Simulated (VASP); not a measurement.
# Ir4O in VASP: relaxation of the atoms with PBE

Aim: the relaxation of the atoms of Ir4O with PBE.

Everything below comes from runs of VASP 6.6.1. Logs are shortened: lines on timing, memory, paths and dates and some standing lists are left out, and cuts for length are marked.

### Step 1. The cell of the first run

The cell holds a slab with vacuum, 5 atoms: a = 2.737 Å, b = 3.870 Å, c = 19.460 Å, α = 90.00°, β = 90.00°, γ = 90.00°.

### Step 2. Relaxation of the atoms, PBE

Contents of INCAR:

```
PREC     = Accurate       # precision mode
ENCUT    = 520            # plane-wave cutoff, eV
EDIFF    = 1E-7           # SCF threshold, eV
ISMEAR   = 0              # smearing method
SIGMA    = 0.1            # smearing width, eV
LREAL    = False          # projectors in reciprocal space
LASPH    = True           # aspherical terms in the spheres
NELM     = 120            # most SCF steps
ALGO     = Normal         # electronic algorithm
ISIF     = 2              # what is computed and relaxed
LWAVE    = False          # write WAVECAR
LCHARG   = False          # write CHGCAR
LDIPOL   = True         
IDIPOL   = 3            
DIPOL    = 0.5 0.5 0.342
GGA      = PE             # functional
IBRION   = 2              # ionic algorithm
NSW      = 36             # ionic steps
EDIFFG   = -0.025         # ionic threshold
GGA_COMPAT= False        
NELMIN   = 4            
NELMDL   = -8
```

Contents of KPOINTS:

```
regular mesh
0
Gamma
  10 7 1
```

Contents of POSCAR:

```
Ir4O
1.0
    2.7367600872      0.0000000000      0.0000000000
    0.0000000000      3.8703632323      0.0000000000
    0.0000000000      0.0000000000     19.4599433730
Ir O
4 1
Selective dynamics
Direct
    0.5000000000      0.5000000000      0.2055504440  F F F
    0.0000000000      0.0000000000      0.2758682254  F F F
    0.5000000000      0.5000000000      0.3454282605  F F F
    0.0000000000      0.0000000000      0.4090424736  F F F
    0.5000000000      0.0000000000      0.4718050868  F F T
```

Potentials or basis: VASP PAW PBE potentials, release 64 (Ir, O).

The run is started by

```console
$ cat potpaw_PBE.64/Ir/POTCAR potpaw_PBE.64/O/POTCAR > POTCAR
$ mpirun -np 1 vasp_std > vasp.out
```

OUTCAR:

```text
PREC = Accurate
   ENCUT = 520
   EDIFF = 1E-7
   ISMEAR = 0
   LREAL = False
   LASPH = True
   NELM = 120
   ISIF = 2
   GGA = PE
   IBRION = 2
   NSW = 36
   EDIFFG = -0.025
   NELMIN = 4
   NELMDL = -8

 ion  position               nearest neighbor table
   1  0.500  0.500  0.206-   3 2.72   2 2.74   2 2.74   2 2.74   2 2.74
   2  0.000  0.000  0.276-   4 2.59   3 2.73   3 2.73   3 2.73   3 2.73   1 2.74   1 2.74   1 2.74
                             1 2.74
   3  0.500  0.500  0.345-   4 2.67   4 2.67   4 2.67   4 2.67   1 2.72   2 2.73   2 2.73   2 2.73
                             2 2.73
   4  0.000  0.000  0.409-   5 1.83   5 1.83   2 2.59   3 2.67   3 2.67   3 2.67   3 2.67
   5  0.500  0.000  0.472-   4 1.83   4 1.83

  LATTYP: Found a simple orthorhombic cell.
 ALAT       =     2.7367600872
 B/A-ratio  =     1.4142135624
 C/A-ratio  =     7.1105770155

  Lattice vectors:

 A1 = (   2.7367600872,   0.0000000000,   0.0000000000)
 A2 = (   0.0000000000,   3.8703632323,   0.0000000000)
 A3 = (   0.0000000000,   0.0000000000,  19.4599433730)

Analysis of symmetry for initial positions (statically):
=====================================================================
 Subroutine PRICEL returns:
 Original cell was already a primitive cell.

 Routine SETGRP: Setting up the symmetry group for a
 simple orthorhombic supercell.

 Subroutine GETGRP returns: Found  4 space group operations
 (whereof  4 operations were pure point group operations)
 out of a pool of  8 trial point group operations.

The static configuration has the point symmetry C_2v.

Analysis of symmetry for dynamics (positions and initial velocities):
=====================================================================
 Subroutine PRICEL returns:
 Original cell was already a primitive cell.

 Routine SETGRP: Setting up the symmetry group for a
 simple orthorhombic supercell.

 Subroutine GETGRP returns: Found  4 space group operations
 (whereof  4 operations were pure point group operations)
 out of a pool of  8 trial point group operations.

The dynamic configuration has the point symmetry C_2v.

Analysis of constrained symmetry for selective dynamics:
=====================================================================
[... 126 lines left out ...]
   NELECT =      42.0000    total number of electrons
   NUPDOWN=      -1.0000    fix difference up-down
   EMIN   =  10.00;   EMAX   =-10.00  energy-range for DOS
   EFERMI =   0.00;   METHOD = LEGACY
   ISMEAR =     0;   SIGMA  =   0.10  broadening in eV -4-tet -1-fermi 0-gaus
   EFERMI_NEDOS =   21; number of points for ismear=-14 and -15
   IALGO  =     38    algorithm
   IMIX   =      4    mixing-type and parameters
     AMIX     =   0.40;   BMIX     =  1.00
     AMIX_MAG =   1.60;   BMIX_MAG =  1.00
  volume/ion in A,a.u.               =      41.22       278.20
  Fermi-wavevector in a.u.,A,eV,Ry     =   0.963344  1.820456 12.626629  0.928031
  Thomas-Fermi vector in A             =   2.092881
   LORBIT       =      0    0 simple, 1 ext, 2 COOP (PROOUT), +10 PAW based schemes
   GGA     = PE    functional components
   LHFCALC =     F    Hartree Fock is set to
   AEXX    =    0.0000 exact exchange contribution
   IVDW    =     0    specifies the selected vdW correction
   LEPSILON=     F    determine dielectric tensor
   LRPA    =     F    only Hartree local field effects (RPA)
 conjugate gradient relaxation of ions
 non-spin polarized calculation
 Gauss-broadening in eV      SIGMA  =   0.10
  energy-cutoff  :      520.00
  volume of cell :      206.12
 maximum number of plane-waves:      5602
   NGX = 11   NGY = 15   NGZ = 73

 dipolmoment           0.000000      0.000000     -0.017159 electrons x Angstroem

--------------------------------------- Ionic step        1  -------------------------------------------

 number of electron      41.9999997 magnetization

 Free energy of the ion-electron system (eV)
  ---------------------------------------------------
  ext. energy  EPLUGINS =         0.00000000
  ---------------------------------------------------
  free energy    TOTEN  =       -37.65785258 eV

  energy without entropy =      -37.61047562  energy(sigma->0) =      -37.63416410

------------------------ aborting loop because EDIFF is reached ----------------------------------------

  FORCE on cell =-STRESS in cart. coord.  units (eV):
  Direction    XX          YY          ZZ          XY          YZ          ZX
  --------------------------------------------------------------------------------------
  -------------------------------------------------------------------------------------
  Total        1.3690408     -1.4719985      8.6641696      0.0000000      0.0000000      0.0000000
  in kB       10.6413552    -11.4416310     67.3453326      0.0000000      0.0000000      0.0000000
  external PRESSURE =      22.1816856 kB  Pullay stress =       0.0000000 kB
[... 65 lines left out ...]
--------------------------------------- Ionic step        3  -------------------------------------------

 number of electron      41.9999999 magnetization

 dipolmoment           0.000000      0.000000      0.114615 electrons x Angstroem

 Free energy of the ion-electron system (eV)
  ---------------------------------------------------
  ext. energy  EPLUGINS =         0.00000000
  ---------------------------------------------------
  free energy    TOTEN  =       -38.09268580 eV

  energy without entropy =      -38.04657984  energy(sigma->0) =      -38.06963282

 E-fermi :  -1.2359     XC(G=0):  -5.3107

 val. band max:       -1.2467733282   @ k =   0.4000   0.2857   0.0000
 cond. band min:      -1.2350156354   @ k =   0.3000   0.0000   0.0000
 fundamental gap:      0.0117576927
 Fermi energy:        -1.2359388639

 k-point     1 :       0.0000    0.0000    0.0000
  band No.  band energies     occupation
      1     -20.1961      2.00000
      2     -10.8505      2.00000
      3      -8.8060      2.00000
      4      -8.0413      2.00000
      5      -7.6650      2.00000
      6      -6.8496      2.00000
[... 661 lines left out ...]
     24      -0.1814      0.00000
     25       0.6373      0.00000

------------------------ aborting loop because EDIFF is reached ----------------------------------------

 vacuum level on the upper side and lower side of the slab       (xc-potential included)         0.802        -1.099

  FORCE on cell =-STRESS in cart. coord.  units (eV):
  Direction    XX          YY          ZZ          XY          YZ          ZX
  --------------------------------------------------------------------------------------
  -------------------------------------------------------------------------------------
  Total       -5.8157662     -1.7176421      1.4836762      0.0000000      0.0000000      0.0000000
  in kB      -45.2051061    -13.3509826     11.5323993      0.0000000      0.0000000      0.0000000
  external PRESSURE =     -15.6745631 kB  Pullay stress =       0.0000000 kB
[... 20 lines left out ...]
  FREE ENERGIE OF THE ION-ELECTRON SYSTEM (eV)
  ---------------------------------------------------
  free  energy   TOTEN  =       -38.0926857987 eV

  energy  without entropy=      -38.0465798439  energy(sigma->0) =      -38.06963282

 reached required accuracy - stopping structural energy minimisation

 vacuum level on the upper side and lower side of the slab         5.713         3.752
```

CONTCAR:

```text
Ir4O
   1.00000000000000
     2.7367600872000000    0.0000000000000000    0.0000000000000000
     0.0000000000000000    3.8703632322999999    0.0000000000000000
     0.0000000000000000    0.0000000000000000   19.4599433730000015
  Ir              O
     4     1
Selective dynamics
Direct
     0.5000000000000000    0.5000000000000000    0.2055504439999964   F   F   F
     0.0000000000000000    0.0000000000000000    0.2758682254000036   F   F   F
     0.5000000000000000    0.5000000000000000    0.3454282605000003   F   F   F
     0.0000000000000000    0.0000000000000000    0.4090424736000031   F   F   F
     0.5000000000000000    0.0000000000000000    0.4809517547765804   F   F   T

  0.00000000E+00  0.00000000E+00  0.00000000E+00
  0.00000000E+00  0.00000000E+00  0.00000000E+00
  0.00000000E+00  0.00000000E+00  0.00000000E+00
  0.00000000E+00  0.00000000E+00  0.00000000E+00
  0.00000000E+00  0.00000000E+00  0.00000000E+00
```

It took 10 min on 1 thread of Intel Xeon Platinum 8488C (Sapphire Rapids), shared host; peak memory 0.36 GiB.

Results:

* Free energy: -38.0927 eV
* Energy gained by relaxing: 87.0 meV/atom
* Ionic steps: 3
* Band gap on the k mesh: zero (bands 21 and 22 overlap by 0.99 eV)

Step by step:
| step | energy change (eV) | largest force on free atoms (eV/Å) | pressure (GPa) |
| --- | --- | --- | --- |
| 1 | 0.0000 | 5.1561 | 2.22 |
| 2 | -0.3763 | 1.5767 | -2.62 |
| 3 | -0.4348 | 0.0208 | -1.57 |

Final structure:
```cif
data_structure
_symmetry_space_group_name_H-M 'P 1'
_symmetry_Int_Tables_number 1
_cell_length_a 2.7368
_cell_length_b 3.8704
_cell_length_c 19.4599
_cell_angle_alpha 90.000
_cell_angle_beta 90.000
_cell_angle_gamma 90.000
_cell_volume 206.12
loop_
_atom_site_label
_atom_site_type_symbol
_atom_site_fract_x
_atom_site_fract_y
_atom_site_fract_z
_atom_site_occupancy
Ir1 Ir 0.50000 0.50000 0.20555 1
Ir2 Ir 0.00000 0.00000 0.27587 1
Ir3 Ir 0.50000 0.50000 0.34543 1
Ir4 Ir 0.00000 0.00000 0.40904 1
O1 O 0.50000 0.00000 0.48095 1
```

Levels at points of the mesh, in eV from the Fermi level:
| k point | band 17 | band 18 | band 19 | band 20 | band 21 | band 22 | band 23 | band 24 | band 25 |
| --- | --- | --- | --- | --- | --- | --- | --- | --- | --- |
| (0.00, 0.00, 0.00) | -1.87 | -1.66 | -1.36 | -0.80 | 0.03 | 0.11 | 0.11 | 0.43 | 1.23 |
| (0.50, 0.00, 0.00) | -0.30 | -0.27 | 0.03 | 0.08 | 0.75 | 0.81 | 1.22 | 1.35 | 2.38 |

Caveat: spin-orbit coupling is left out, which moves the levels of the heavy elements.
